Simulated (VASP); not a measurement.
# Au in VASP: further runs

Runs on Au. Level: PBE. Tasks: single point.

Program: VASP 6.6.1. These are calculated values, not measurements. Logs are shortened: lines on timing, memory, paths and dates and some standing lists are left out, and cuts for length are marked.

## (1) The cell of the first run

The typed cell holds 2 atoms: a = 2.808 Å, b = 2.808 Å, c = 5.664 Å, α = 90.00°, β = 90.00°, γ = 119.94°.

## (2) Single point, PBE

File INCAR:

```
SYSTEM = Au
ALGO = Fast
EDIFF = 1E-6
ENCUT = 520
GGA = PE
ISIF = 2
ISMEAR = 0
LASPH = .True.
LCHARG = .True.
LELF = .True.
LREAL = .False.
LVHAR = .True.
LWAVE = .False.
NBANDS = 18
NELM = 80
PREC = Accurate
SIGMA = 0.1
```

File KPOINTS:

```
k-points
0
Gamma
  8 8 4
  0 0 0
```

File POSCAR:

```
Au
1.0
    1.4051453426     -2.4309609653      0.0000000000
    1.4051453426      2.4309609653      0.0000000000
    0.0000000000      0.0000000000      5.6641981349
Au
2
Direct
    0.0000000000      0.0000000000      0.2500000166
    0.0000000000      0.0000000000      0.7499999834
```

Potentials or basis: VASP PAW PBE potentials, release 64 (Au).

Command:

```bash
> cat potpaw_PBE.64/Au/POTCAR > POTCAR
> mpirun -np 1 vasp_std > vasp.out
```

OUTCAR:

```text
SYSTEM = Au
   EDIFF = 1E-6
   ENCUT = 520
   GGA = PE
   ISIF = 2
   ISMEAR = 0
   LASPH = .True.
   LREAL = .False.
   NELM = 80
   PREC = Accurate

 ion  position               nearest neighbor table
   1  0.000  0.000  0.250-   2 2.83   2 2.83
   2  0.000  0.000  0.750-   1 2.83   1 2.83

  LATTYP: Found a base centered orthorhombic cell.
 ALAT       =     2.8102906852
 B/A-ratio  =     1.7300423605
 C/A-ratio  =     2.0155203747

  Lattice vectors:

 A1 = (   1.4051453426,  -2.4309609653,   0.0000000000)
 A2 = (   1.4051453426,   2.4309609653,   0.0000000000)
 A3 = (   0.0000000000,   0.0000000000,   5.6641981349)

Analysis of symmetry for initial positions (statically):
=====================================================================
 Subroutine PRICEL returns following result:

  LATTYP: Found a base centered orthorhombic cell.
 ALAT       =     2.8102906852
 B/A-ratio  =     1.7300423605
 C/A-ratio  =     1.0077602543

  Lattice vectors:

 A1 = (   1.4051453426,  -2.4309609653,   0.0000000000)
 A2 = (   1.4051453426,   2.4309609653,   0.0000000000)
 A3 = (   0.0000000000,   0.0000000000,   2.8320992555)

   2 primitive cells build up your supercell.

 Routine SETGRP: Setting up the symmetry group for a
 base centered orthorhombic supercell.

 Subroutine GETGRP returns: Found  8 space group operations
 (whereof  8 operations were pure point group operations)
 out of a pool of  8 trial point group operations.

The static configuration has the point symmetry D_2h.

Analysis of symmetry for dynamics (positions and initial velocities):
=====================================================================
 Subroutine PRICEL returns following result:

  LATTYP: Found a base centered orthorhombic cell.
 ALAT       =     2.8102906852
 B/A-ratio  =     1.7300423605
 C/A-ratio  =     1.0077602543

  Lattice vectors:

 A1 = (   1.4051453426,  -2.4309609653,   0.0000000000)
 A2 = (   1.4051453426,   2.4309609653,   0.0000000000)
 A3 = (   0.0000000000,   0.0000000000,   2.8320992555)

   2 primitive cells build up your supercell.

 Routine SETGRP: Setting up the symmetry group for a
 base centered orthorhombic supercell.

 Subroutine GETGRP returns: Found  8 space group operations
 (whereof  8 operations were pure point group operations)
 out of a pool of  8 trial point group operations.

The dynamic configuration has the point symmetry D_2h.

 Subroutine INISYM returns: Found  8 space group operations
 (whereof  8 operations are pure point group operations),
 and found     2 'primitive' translations

----------------------------------------------------------------------------------------

                                     Primitive cell

  volume of cell :      19.3481

  direct lattice vectors                    reciprocal lattice vectors
     1.405145343 -2.430960965  0.000000000     0.355835076 -0.205679979  0.000000000
     1.405145343  2.430960965  0.000000000     0.355835076  0.205679979  0.000000000
     0.000000000  0.000000000  2.832099256     0.000000000  0.000000000  0.353094969

  length of vectors
     2.807846977  2.807846977  2.832099256     0.411002257  0.411002257  0.353094969

  position of ions in fractional coordinates (direct lattice)
     0.000000000  0.000000000  0.500000000

  ion indices of the primitive-cell ions
   primitive index   ion index
                 1           1

----------------------------------------------------------------------------------------

 KPOINTS: k-points

Automatic generation of k-mesh.
 Grid dimensions read from file:
 generate k-points for:    8    8    4

 Generating k-lattice:

  Cartesian coordinates                     Fractional coordinates (reciprocal lattice)
     0.044479385 -0.025709997  0.000000000     0.125000000  0.000000000  0.000000000
     0.044479385  0.025709997  0.000000000     0.000000000  0.125000000  0.000000000
     0.000000000  0.000000000  0.044136874     0.000000000  0.000000000  0.250000000

  Length of vectors
     0.051375282  0.051375282  0.044136874

  Shift w.r.t. Gamma in fractional coordinates (k-lattice)
     0.000000000  0.000000000  0.000000000

 Subroutine IBZKPT returns following result:
 ===========================================

 Found     63 irreducible k-points:

 Following reciprocal coordinates:
            Coordinates               Weight
  0.000000  0.000000  0.000000      1.000000
  0.125000  0.000000  0.000000      4.000000
  0.250000  0.000000  0.000000      4.000000
  0.375000  0.000000  0.000000      4.000000
  0.500000  0.000000  0.000000      2.000000
  0.125000  0.125000  0.000000      2.000000
[... 16 lines left out ...]
  0.125000  0.000000  0.250000      8.000000
  0.250000  0.000000  0.250000      8.000000
 [... further k-points ...]
   k-points           NKPTS =     63   k-points in BZ     NKDIM =     63   number of bands    NBANDS=     18
   number of dos      NEDOS =    301   number of ions     NIONS =      2
   total plane-waves  NPLWV =  24192
   dimension x,y,z NGX =    24 NGY =   24 NGZ =   42
   dimension x,y,z NGXF=    48 NGYF=   48 NGZF=   84
   ions per type =               2
   NGX,Y,Z   is equivalent  to a cutoff of  14.21, 14.21, 12.33 a.u.
   NGXF,Y,Z  is equivalent  to a cutoff of  28.42, 28.42, 24.65 a.u.
 SYSTEM =  Au
   PREC   = accura    normal or accurate (medium, high low for compatibility)
   ISTART =      0    job   : 0-new  1-cont  2-samecut
   ICHARG =      2    charge: 1-file 2-atom 10-const
   ISPIN  =      1    spin polarized calculation?
   LNONCOLLINEAR =      F non collinear calculations
   LSORBIT =      F    spin-orbit coupling
   LASPH  =      T    aspherical Exc in radial PAW
   ENCUT  =  520.0 eV  38.22 Ry    6.18 a.u.   5.22  5.22 10.53*2*pi/ulx,y,z
   NELM   =     80;   NELMIN=  2; NELMDL= -5     # of ELM steps
   EDIFF  = 0.1E-05   stopping-criterion for ELM
   LREAL  =      F    real-space projection
   EDIFFG = 0.1E-04   stopping-criterion for IOM
   NSW    =      0    number of steps for IOM
   IBRION =     -1    ionic relax: 0-MD 1-quasi-New 2-CG
   NFREE  =      0    steps in history (QN), initial steepest desc. (CG)
   ISIF   =      2    stress and relaxation
   ISYM   =      2    0-nonsym 1-usesym 2-fastsym
   POTIM  = 0.5000    time-step for ionic-motion
   TEBEG  =    0.0;   TEEND  =   0.0 temperature during run
   PSTRESS=    0.0 pullay stress
   NELECT =      22.0000    total number of electrons
   NUPDOWN=      -1.0000    fix difference up-down
   EMIN   =  10.00;   EMAX   =-10.00  energy-range for DOS
   EFERMI =   0.00;   METHOD = LEGACY
   ISMEAR =     0;   SIGMA  =   0.10  broadening in eV -4-tet -1-fermi 0-gaus
   EFERMI_NEDOS =   21; number of points for ismear=-14 and -15
   IALGO  =     68    algorithm
   IMIX   =      4    mixing-type and parameters
     AMIX     =   0.40;   BMIX     =  1.00
     AMIX_MAG =   1.60;   BMIX_MAG =  1.00
  volume/ion in A,a.u.               =      19.35       130.57
  Fermi-wavevector in a.u.,A,eV,Ry     =   1.356209  2.562863 25.025221  1.839302
  Thomas-Fermi vector in A             =   2.483231
   LORBIT       =      0    0 simple, 1 ext, 2 COOP (PROOUT), +10 PAW based schemes
   GGA     = PE    functional components
   LHFCALC =     F    Hartree Fock is set to
   AEXX    =    0.0000 exact exchange contribution
   IVDW    =     0    specifies the selected vdW correction
   LEPSILON=     F    determine dielectric tensor
   LRPA    =     F    only Hartree local field effects (RPA)
 non-spin polarized calculation
 RMM-DIIS sequential band-by-band and
 Gauss-broadening in eV      SIGMA  =   0.10
  energy-cutoff  :      520.00
  volume of cell :       38.70
 maximum number of plane-waves:      1056
 NGX is ok and might be reduce to    24

 number of electron      21.9999996 magnetization

 Free energy of the ion-electron system (eV)
  ---------------------------------------------------
  ext. energy  EPLUGINS =         0.00000000
  ---------------------------------------------------
  free energy    TOTEN  =        -6.32190301 eV

  energy without entropy =       -6.32031559  energy(sigma->0) =       -6.32110930

 E-fermi :   7.5297     XC(G=0): -11.8851

 val. band max:        7.4819586925   @ k =  -0.1250   0.1250   0.0000
 cond. band min:       7.6533705480   @ k =   0.3750   0.0000   0.2500
 fundamental gap:      0.1714118555
 Fermi energy:         7.5296635942

 k-point     1 :       0.0000    0.0000    0.0000
  band No.  band energies     occupation
      1      -1.1839      2.00000
      2       0.5374      2.00000
      3       1.5260      2.00000
      4       3.2038      2.00000
      5       3.2201      2.00000
      6       3.4213      2.00000
[... 10 lines left out ...]
     17      26.1821      0.00000
     18      26.6963      0.00000

 k-point     2 :       0.1250    0.0000    0.0000
  band No.  band energies     occupation
      1      -0.6602      2.00000
      2       1.0543      2.00000
      3       1.6700      2.00000
      4       2.9974      2.00000
      5       3.2584      2.00000
      6       3.5613      2.00000
[... 10 lines left out ...]
     17      25.2735      0.00000
     18      25.7656      0.00000

 k-point     3 :       0.2500    0.0000    0.0000
  band No.  band energies     occupation
      1       0.5479      2.00000
      2       1.8199      2.00000
      3       1.9103      2.00000
      4       2.5241      2.00000
      5       3.0372      2.00000
      6       3.6295      2.00000
[... 10 lines left out ...]
     17      22.8022      0.00000
     18      23.5634      0.00000

 k-point     4 :       0.3750    0.0000    0.0000
  band No.  band energies     occupation
      1       0.9732      2.00000
      2       1.5932      2.00000
      3       1.8065      2.00000
      4       2.1248      2.00000
      5       4.1114      2.00000
      6       4.1224      2.00000
[... 10 lines left out ...]
     17      20.7060      0.00000
     18      24.0777      0.00000

 k-point     5 :       0.5000    0.0000    0.0000
  band No.  band energies     occupation
      1       0.8842      2.00000
      2       1.4252      2.00000
      3       1.5621      2.00000
      4       2.3008      2.00000
      5       3.8949      2.00000
      6       4.0402      2.00000
[... 10 lines left out ...]
     17      19.8511      0.00000
     18      23.3662      0.00000

 k-point     6 :       0.1250    0.1250    0.0000
  band No.  band energies     occupation
      1       0.2772      2.00000
      2       1.9242      2.00000
      3       1.9320      2.00000
      4       2.6440      2.00000
      5       2.8307      2.00000
      6       2.9578      2.00000
[... 10 lines left out ...]
     17      23.6724      0.00000
     18      25.7438      0.00000

 k-point     7 :       0.2500    0.1250    0.0000
  band No.  band energies     occupation
      1       1.3698      2.00000
      2       2.0746      2.00000
      3       2.1204      2.00000
      4       2.2062      2.00000
      5       3.0506      2.00000
      6       3.7155      2.00000
[... 10 lines left out ...]
     17      21.5886      0.00000
     18      23.8083      0.00000

 k-point     8 :       0.3750    0.1250    0.0000
  band No.  band energies     occupation
      1       1.3276      2.00000
      2       1.7489      2.00000
      3       1.8827      2.00000
      4       2.2945      2.00000
      5       3.7117      2.00000
      6       4.0235      2.00000
[... 10 lines left out ...]
     17      20.1031      0.00000
     18      22.5394      0.00000
[... 229 lines left out ...]
     17      20.1117      0.00000
     18      22.5193      0.00000

 k-point    20 :      -0.3750    0.3750    0.0000
  band No.  band energies     occupation
      1       0.9782      2.00000
      2       1.5983      2.00000
      3       1.8061      2.00000
      4       2.1274      2.00000
      5       4.1105      2.00000
      6       4.1159      2.00000
[... 10 lines left out ...]
     17      20.7165      0.00000
     18      24.0479      0.00000

 k-point    21 :       0.5000    0.5000    0.0000
  band No.  band energies     occupation
      1       0.8877      2.00000
      2       1.4290      2.00000
      3       1.5616      2.00000
      4       2.3039      2.00000
      5       3.8936      2.00000
      6       4.0332      2.00000
[... 10 lines left out ...]
     17      19.8621      0.00000
     18      23.3415      0.00000

 k-point    22 :       0.0000    0.0000    0.2500
  band No.  band energies     occupation
      1      -0.9020      2.00000
      2       0.3190      2.00000
      3       1.8201      2.00000
      4       3.2350      2.00000
      5       3.2511      2.00000
      6       3.3887      2.00000
[... 10 lines left out ...]
     17      27.4467      0.00000
     18      27.4766      0.00000

 k-point    23 :       0.1250    0.0000    0.2500
  band No.  band energies     occupation
      1      -0.3751      2.00000
      2       0.8310      2.00000
      3       1.9549      2.00000
      4       3.0332      2.00000
      5       3.2122      2.00000
      6       3.5905      2.00000
[... 10 lines left out ...]
     17      24.8617      0.00000
     18      25.8997      0.00000

 k-point    24 :       0.2500    0.0000    0.2500
  band No.  band energies     occupation
      1       0.7964      2.00000
      2       1.6413      2.00000
      3       2.1821      2.00000
      4       2.6619      2.00000
      5       3.0755      2.00000
      6       3.5999      2.00000
[... 10 lines left out ...]
     17      23.3718      0.00000
     18      24.6630      0.00000

 [... further k-points ...]
[... 5 lines left out ...]
  --------------------------------------------------------------------------------------
  -------------------------------------------------------------------------------------
  Total       -0.0741357     -0.0329514     -0.0507277     -0.0000000      0.0000000      0.0000000
  in kB       -3.0695188     -1.3643225     -2.1003336     -0.0000000      0.0000000      0.0000000
  external PRESSURE =      -2.1780583 kB  Pullay stress =       0.0000000 kB

 VOLUME and BASIS-vectors are now :
 -----------------------------------------------------------------------------
  energy-cutoff  :      520.00
  volume of cell :       38.70
      direct lattice vectors                 reciprocal lattice vectors
     1.405145343 -2.430960965  0.000000000     0.355835076 -0.205679979  0.000000000
     1.405145343  2.430960965  0.000000000     0.355835076  0.205679979  0.000000000
     0.000000000  0.000000000  5.664198135     0.000000000  0.000000000  0.176547496

 POSITION                                       TOTAL-FORCE (eV/Angst)
 -----------------------------------------------------------------------------------
      0.00000      0.00000      1.41605         0.000000      0.000000      0.000000
      0.00000      0.00000      4.24815        -0.000000     -0.000000      0.000000
 -----------------------------------------------------------------------------------
    total drift:                                0.000000     -0.000000      0.000000

  FREE ENERGIE OF THE ION-ELECTRON SYSTEM (eV)
  ---------------------------------------------------
  free  energy   TOTEN  =        -6.3219030087 eV

  energy  without entropy=       -6.3203155876  energy(sigma->0) =       -6.32110930
```

Run time: 15 s. Hardware: 1 thread of Intel Xeon 6975P-C (Granite Rapids), shared host; peak memory 0.18 GiB.

Results:

| Property | Result |
| --- | --- |
| Free energy | -6.3219 eV |
| Pressure | -0.2 GPa |
| Band gap on the k mesh | zero (band 11 reaches 10.84 eV, above the bottom of band 12 at 4.87 eV) |

Caveat: spin-orbit coupling is left out, which moves the levels of the heavy elements.

## (3) Single point, PBE

This run uses another cell than the first one: it holds 1 atom, not 2.

File INCAR:

```
SYSTEM = Au
PREC     = Accurate       ! precision mode
ENCUT    = 520            ! plane-wave cutoff, eV
EDIFF    = 1E-6           ! SCF threshold, eV
ISMEAR   = 0              ! smearing method
SIGMA    = 0.1            ! smearing width, eV
LREAL    = .False.        ! projectors in reciprocal space
LASPH    = .True.         ! aspherical terms in the spheres
NELM     = 100            ! most SCF steps
ALGO     = Fast           ! electronic algorithm
ISIF     = 2              ! what is computed and relaxed
LWAVE    = .False.        ! write WAVECAR
LCHARG   = .True.         ! write CHGCAR
GGA      = PE             ! functional
LELF     = .True.         ! ELF
LVHAR    = .True.       
NBANDS   = 12             ! bands
```

File KPOINTS:

```
Automatic mesh
0
Gamma
  24 24 20
  0 0 0
```

File POSCAR:

```
Au
1.0
    2.8231797090      0.0000000000      0.0000000000
   -1.4115898545      2.4449453474      0.0000000000
    0.0000000000      0.0000000000      2.8048147166
Au
1
Direct
    0.0000000000      0.0000000000      0.5000000000
```

Potentials or basis: VASP PAW PBE potentials, release 64 (Au).

Command:

```bash
> cat potpaw_PBE.64/Au/POTCAR > POTCAR
> mpirun -np 1 vasp_std > vasp.out
```

It took 39 s on 1 thread of Intel Xeon 6975P-C (Granite Rapids), shared host; peak memory 0.26 GiB.

The run converged. Its results:

```
Free energy : -3.1479 eV
Pressure    : -0.2 GPa
```

Levels at points of the mesh, in eV from the Fermi level:
| k point | band 3 | band 4 | band 5 | band 6 | band 7 | band 8 | band 9 | band 10 |
| --- | --- | --- | --- | --- | --- | --- | --- | --- |
| (0.00, 0.00, 0.00) | -4.11 | -4.11 | -1.70 | -1.70 | 12.32 | 15.38 | 19.02 | 19.02 |
| (0.50, 0.00, 0.00) | -3.37 | -2.06 | -1.27 | -0.16 | 3.03 | 12.13 | 16.63 | 18.91 |
| (0.00, 0.00, 0.50) | -3.87 | -2.81 | -2.81 | -1.14 | 1.27 | 17.69 | 20.19 | 20.94 |
| (0.50, 0.00, 0.50) | -3.39 | -1.18 | -0.81 | 3.81 | 4.71 | 7.51 | 12.51 | 15.86 |

Caveat: spin-orbit coupling is left out, which moves the levels of the heavy elements.
